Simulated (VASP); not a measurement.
# ZnCu2SnSe4 (I-42m) in VASP: single point with PBEsol

Aim: the single point of ZnCu2SnSe4 with PBEsol.

All numbers are computed with VASP 6.6.1; they aren't measurements. Logs are shortened: lines on timing, memory, paths and dates and some standing lists are left out, and cuts for length are marked.

## 1. The cell of the first run

Symmetry: I-42m, No. 121, tetragonal system. The conventional cell has a = 5.770 Å, b = 5.770 Å, c = 11.500 Å, α = 90.00°, β = 90.00°, γ = 90.00°. Within 3.4 Å of Sn (site symmetry -42m) lie 4 Se at 2.58 Å. Within 3.3 Å of Se (site symmetry m) lie 1 Zn at 2.46 Å and 2 Cu at 2.47 Å and 1 Sn at 2.58 Å. Cu (site symmetry -4) has 4 Se at 2.47 Å within 3.3 Å. Zn (site symmetry -42m) has 4 Se at 2.46 Å within 3.3 Å.

## 2. Single point, PBEsol

INCAR reads:

```
ALGO = Normal
EDIFF = 1E-6
ENCUT = 600
GGA = PS
GGA_COMPAT = False
ISIF = 2
ISMEAR = -1
LASPH = True
LCHARG = False
LREAL = False
LWAVE = False
NBANDS = 46
NELM = 120
PREC = Accurate
SIGMA = 0.1369
```

KPOINTS reads:

```
k-points
0
Gamma
  7 7 7
```

POSCAR reads:

```
ZnCu2SnSe4
1.0
    0.0000000000      5.7697540000      0.0000000000
    5.7697540000      0.0000000000      0.0000000000
    2.8848770000      2.8848770000     -5.7501770000
Sn Se Cu Zn
1 4 2 1
Direct
    0.5000000000      0.5000000000      0.0000000000
    0.6301000000      0.6301000000      0.2572000000
    0.3699000000      0.8873000000      0.7428000000
    0.1127000000      0.1127000000      0.2572000000
    0.8873000000      0.3699000000      0.7428000000
    0.7500000000      0.2500000000      0.5000000000
    0.2500000000      0.7500000000      0.5000000000
    0.0000000000      0.0000000000      0.0000000000
```

Potentials or basis: VASP PAW PBE potentials, release 64 (Sn_d, Se, Cu, Zn).

The run is started by

```sh
> cat potpaw_PBE.64/Sn_d/POTCAR potpaw_PBE.64/Se/POTCAR potpaw_PBE.64/Cu/POTCAR potpaw_PBE.64/Zn/POTCAR > POTCAR
> mpirun -np 1 vasp_std > vasp.out
```

OUTCAR:

```text
EDIFF = 1E-6
   ENCUT = 600
   GGA = PS
   ISIF = 2
   ISMEAR = -1
   LASPH = True
   LREAL = False
   NELM = 120
   PREC = Accurate

 ion  position               nearest neighbor table
   1  0.500  0.500  0.000-   2 2.58   3 2.58   5 2.58   4 2.58
   2  0.630  0.630  0.257-   8 2.46   7 2.47   6 2.47   1 2.58
   3  0.370  0.887  0.743-   8 2.46   6 2.47   7 2.47   1 2.58
   4  0.113  0.113  0.257-   8 2.46   7 2.47   6 2.47   1 2.58
   5  0.887  0.370  0.743-   8 2.46   7 2.47   6 2.47   1 2.58
   6  0.750  0.250  0.500-   3 2.47   2 2.47   4 2.47   5 2.47
   7  0.250  0.750  0.500-   5 2.47   2 2.47   4 2.47   3 2.47
   8  0.000  0.000  0.000-   4 2.46   3 2.46   5 2.46   2 2.46

  LATTYP: Found a body centered tetragonal cell.
 ALAT       =     5.7697540000
 C/A-ratio  =     1.9932139221

  Lattice vectors:

 A1 = (  -2.8848770000,   2.8848770000,   5.7501770000)
 A2 = (   2.8848770000,  -2.8848770000,   5.7501770000)
 A3 = (   2.8848770000,   2.8848770000,  -5.7501770000)

Analysis of symmetry for initial positions (statically):
=====================================================================
 Subroutine PRICEL returns:
 Original cell was already a primitive cell.

 Routine SETGRP: Setting up the symmetry group for a
 body centered tetragonal supercell.

 Subroutine GETGRP returns: Found  8 space group operations
 (whereof  8 operations were pure point group operations)
 out of a pool of 16 trial point group operations.

The static configuration has the point symmetry D_2d.

Analysis of symmetry for dynamics (positions and initial velocities):
=====================================================================
 Subroutine PRICEL returns:
 Original cell was already a primitive cell.

 Routine SETGRP: Setting up the symmetry group for a
 body centered tetragonal supercell.

 Subroutine GETGRP returns: Found  8 space group operations
 (whereof  8 operations were pure point group operations)
 out of a pool of 16 trial point group operations.

The dynamic configuration has the point symmetry D_2d.

 Subroutine INISYM returns: Found  8 space group operations
 (whereof  8 operations are pure point group operations),
 and found     1 'primitive' translations

----------------------------------------------------------------------------------------

                                     Primitive cell

  volume of cell :     191.4237

  direct lattice vectors                    reciprocal lattice vectors
     0.000000000  5.769754000  0.000000000     0.000000000  0.173317615  0.086953845
     5.769754000  0.000000000  0.000000000     0.173317615  0.000000000  0.086953845
     2.884877000  2.884877000 -5.750177000     0.000000000  0.000000000 -0.173907690

  length of vectors
     5.769754000  5.769754000  7.050501127     0.193907108  0.193907108  0.173907690

  position of ions in fractional coordinates (direct lattice)
     0.500000000  0.500000000  0.000000000
     0.630100000  0.630100000  0.257200000
     0.369900000  0.887300000  0.742800000
     0.112700000  0.112700000  0.257200000
     0.887300000  0.369900000  0.742800000
     0.750000000  0.250000000  0.500000000
     0.250000000  0.750000000  0.500000000
     0.000000000  0.000000000  0.000000000

  ion indices of the primitive-cell ions
   primitive index   ion index
                 1           1
                 2           2
                 3           3
                 4           4
                 5           5
                 6           6
                 7           7
                 8           8

----------------------------------------------------------------------------------------

 KPOINTS: k-points

Automatic generation of k-mesh.
 Grid dimensions read from file:
 generate k-points for:    7    7    7

 Generating k-lattice:

  Cartesian coordinates                     Fractional coordinates (reciprocal lattice)
     0.000000000  0.024759659  0.012421978     0.142857143  0.000000000  0.000000000
     0.024759659  0.000000000  0.012421978     0.000000000  0.142857143  0.000000000
     0.000000000  0.000000000 -0.024843956     0.000000000  0.000000000  0.142857143

  Length of vectors
     0.027701015  0.027701015  0.024843956

  Shift w.r.t. Gamma in fractional coordinates (k-lattice)
     0.000000000  0.000000000  0.000000000

 Subroutine IBZKPT returns following result:
 ===========================================

 Found     40 irreducible k-points:

 Following reciprocal coordinates:
            Coordinates               Weight
  0.000000  0.000000  0.000000      1.000000
  0.142857  0.000000 -0.000000      8.000000
  0.285714  0.000000  0.000000      8.000000
  0.428571  0.000000  0.000000      8.000000
  0.142857  0.142857 -0.000000      8.000000
  0.285714  0.142857 -0.000000     16.000000
[... 16 lines left out ...]
  0.285714  0.285714  0.142857      8.000000
  0.428571  0.285714  0.142857     16.000000
 [... further k-points ...]
   k-points           NKPTS =     40   k-points in BZ     NKDIM =     40   number of bands    NBANDS=     46
   number of dos      NEDOS =    301   number of ions     NIONS =      8
   total plane-waves  NPLWV = 129024
   dimension x,y,z NGX =    48 NGY =   48 NGZ =   56
   dimension x,y,z NGXF=    96 NGYF=   96 NGZF=  112
   ions per type =               1   4   2   1
   NGX,Y,Z   is equivalent  to a cutoff of  13.83, 13.83, 13.20 a.u.
   NGXF,Y,Z  is equivalent  to a cutoff of  27.66, 27.66, 26.41 a.u.
 SYSTEM =  unknown system
   PREC   = accura    normal or accurate (medium, high low for compatibility)
   ISTART =      0    job   : 0-new  1-cont  2-samecut
   ICHARG =      2    charge: 1-file 2-atom 10-const
   ISPIN  =      1    spin polarized calculation?
   LNONCOLLINEAR =      F non collinear calculations
   LSORBIT =      F    spin-orbit coupling
   LASPH  =      T    aspherical Exc in radial PAW
   ENCUT  =  600.0 eV  44.10 Ry    6.64 a.u.  11.52 11.52 14.08*2*pi/ulx,y,z
   NELM   =    120;   NELMIN=  2; NELMDL= -5     # of ELM steps
   EDIFF  = 0.1E-05   stopping-criterion for ELM
   LREAL  =      F    real-space projection
   EDIFFG = 0.1E-04   stopping-criterion for IOM
   NSW    =      0    number of steps for IOM
   IBRION =     -1    ionic relax: 0-MD 1-quasi-New 2-CG
   NFREE  =      0    steps in history (QN), initial steepest desc. (CG)
   ISIF   =      2    stress and relaxation
   ISYM   =      2    0-nonsym 1-usesym 2-fastsym
   POTIM  = 0.5000    time-step for ionic-motion
   TEBEG  =    0.0;   TEEND  =   0.0 temperature during run
   PSTRESS=    0.0 pullay stress
   NELECT =      72.0000    total number of electrons
   NUPDOWN=      -1.0000    fix difference up-down
   EMIN   =  10.00;   EMAX   =-10.00  energy-range for DOS
   EFERMI =   0.00;   METHOD = LEGACY
   ISMEAR =    -1;   SIGMA  =   0.14  broadening in eV -4-tet -1-fermi 0-gaus
   EFERMI_NEDOS =   21; number of points for ismear=-14 and -15
   IALGO  =     38    algorithm
   IMIX   =      4    mixing-type and parameters
     AMIX     =   0.40;   BMIX     =  1.00
     AMIX_MAG =   1.60;   BMIX_MAG =  1.00
  volume/ion in A,a.u.               =      23.93       161.47
  Fermi-wavevector in a.u.,A,eV,Ry     =   1.181736  2.233157 19.000529  1.396500
  Thomas-Fermi vector in A             =   2.318004
   LORBIT       =      0    0 simple, 1 ext, 2 COOP (PROOUT), +10 PAW based schemes
   GGA     = PS    functional components
   LHFCALC =     F    Hartree Fock is set to
   AEXX    =    0.0000 exact exchange contribution
   IVDW    =     0    specifies the selected vdW correction
   LEPSILON=     F    determine dielectric tensor
   LRPA    =     F    only Hartree local field effects (RPA)
 non-spin polarized calculation
  energy-cutoff  :      600.00
  volume of cell :      191.42
 maximum number of plane-waves:      6435
 NGX is ok and might be reduce to    48
   NGX = 23   NGY = 23   NGZ = 29

 number of electron      71.9999992 magnetization

 Free energy of the ion-electron system (eV)
  ---------------------------------------------------
  ext. energy  EPLUGINS =         0.00000000
  ---------------------------------------------------
  free energy    TOTEN  =       -32.57724182 eV

  energy without entropy =      -32.51779555  energy(sigma->0) =      -32.54751869

 E-fermi :   3.6279     XC(G=0):  -9.4924

 val. band max:        3.4647163006   @ k =   0.0000   0.0000   0.0000
 cond. band min:       3.7233928474   @ k =   0.4286   0.4286   0.0000
 fundamental gap:      0.2586765468
 Fermi energy:         3.6279141677

 k-point     1 :       0.0000    0.0000    0.0000
  band No.  band energies     occupation
      1     -18.6670      2.00000
      2     -18.6670      2.00000
      3     -18.6509      2.00000
      4     -18.6138      2.00000
      5     -18.5878      2.00000
      6     -10.7336      2.00000
[... 38 lines left out ...]
     45       8.3833      0.00000
     46       9.2881      0.00000

 k-point     2 :       0.1429    0.0000   -0.0000
  band No.  band energies     occupation
      1     -18.6670      2.00000
      2     -18.6669      2.00000
      3     -18.6510      2.00000
      4     -18.6138      2.00000
      5     -18.5878      2.00000
      6     -10.6776      2.00000
[... 38 lines left out ...]
     45       8.4128      0.00000
     46       9.0522      0.00000

 k-point     3 :       0.2857    0.0000    0.0000
  band No.  band energies     occupation
      1     -18.6671      2.00000
      2     -18.6669      2.00000
      3     -18.6511      2.00000
      4     -18.6137      2.00000
      5     -18.5877      2.00000
      6     -10.5207      2.00000
[... 38 lines left out ...]
     45       8.8682      0.00000
     46       9.1772      0.00000

 k-point     4 :       0.4286    0.0000    0.0000
  band No.  band energies     occupation
      1     -18.6671      2.00000
      2     -18.6669      2.00000
      3     -18.6511      2.00000
      4     -18.6137      2.00000
      5     -18.5876      2.00000
      6     -10.3089      2.00000
[... 920 lines left out ...]
     45       8.3796      0.00000
     46       8.6265      0.00000

 k-point    23 :       0.2857    0.2857    0.1429
  band No.  band energies     occupation
      1     -18.6671      2.00000
      2     -18.6670      2.00000
      3     -18.6512      2.00000
      4     -18.6136      2.00000
      5     -18.5875      2.00000
      6     -10.3791      2.00000
[... 38 lines left out ...]
     45       8.8381      0.00000
     46       9.1567      0.00000

 k-point    24 :       0.4286    0.2857    0.1429
  band No.  band energies     occupation
      1     -18.6671      2.00000
      2     -18.6671      2.00000
      3     -18.6513      2.00000
      4     -18.6136      2.00000
      5     -18.5874      2.00000
      6     -10.2174      2.00000
[... 38 lines left out ...]
     45       9.0898      0.00000
     46       9.1234      0.00000

 [... further k-points ...]

------------------------ aborting loop because EDIFF is reached ----------------------------------------

  FORCE on cell =-STRESS in cart. coord.  units (eV):
  Direction    XX          YY          ZZ          XY          YZ          ZX
  --------------------------------------------------------------------------------------
  -------------------------------------------------------------------------------------
  Total       -3.1432855     -3.1432855     -2.4211551      0.0000000     -0.0000000      0.0000000
  in kB      -26.3086523    -26.3086523    -20.2645696      0.0000000     -0.0000000      0.0000000
  external PRESSURE =     -24.2939581 kB  Pullay stress =       0.0000000 kB

 VOLUME and BASIS-vectors are now :
 -----------------------------------------------------------------------------
  energy-cutoff  :      600.00
  volume of cell :      191.42
      direct lattice vectors                 reciprocal lattice vectors
     0.000000000  5.769754000  0.000000000     0.000000000  0.173317615  0.086953845
     5.769754000  0.000000000  0.000000000     0.173317615  0.000000000  0.086953845
     2.884877000  2.884877000 -5.750177000     0.000000000  0.000000000 -0.173907690

 POSITION                                       TOTAL-FORCE (eV/Angst)
 -----------------------------------------------------------------------------------
      2.88488      2.88488      0.00000        -0.000000     -0.000000      0.000000
      4.37751      4.37751     -1.47895         0.066926      0.066926     -0.725064
      7.26239      4.27712     -4.27123         0.066926     -0.066926      0.725064
      1.39224      1.39224     -1.47895        -0.066926     -0.066926     -0.725064
      4.27712      7.26239     -4.27123        -0.066926      0.066926      0.725064
      2.88488      5.76975     -2.87509        -0.000000     -0.000000      0.000000
      5.76975      2.88488     -2.87509        -0.000000     -0.000000      0.000000
      0.00000      0.00000      0.00000        -0.000000     -0.000000      0.000000
 -----------------------------------------------------------------------------------
    total drift:                               -0.000001     -0.000001      0.000000

  FREE ENERGIE OF THE ION-ELECTRON SYSTEM (eV)
  ---------------------------------------------------
  free  energy   TOTEN  =       -32.5772418209 eV

  energy  without entropy=      -32.5177955539  energy(sigma->0) =      -32.54751869
```

It took 12 min on 1 thread of Intel Xeon Platinum 8259CL at 2.50GHz (Skylake/Cascade Lake), shared host; peak memory 0.65 GiB.

Results:

| Property | Result |
| --- | --- |
| Free energy | -32.5772 eV |
| Pressure | -2.4 GPa |
| Largest force | 0.731 eV/Å |
| Band gap on the k mesh | zero (filled and empty bands touch) |

Forces in eV/Å, atoms in the order of the input:
```
Sn   0.000  0.000  0.000
Se   0.067  0.067 -0.725
Se   0.067 -0.067  0.725
Se  -0.067 -0.067 -0.725
Se  -0.067  0.067  0.725
Cu   0.000  0.000  0.000
Cu   0.000  0.000  0.000
Zn   0.000  0.000  0.000
```

Caveat: the PAW data sets were made with another functional, which shifts forces and pressure a little; spin-orbit coupling is left out, which moves the levels of the heavy elements. With open d or f shells a metallic result of PBEsol can be an artefact of self-interaction; +U or a hybrid may open a gap.
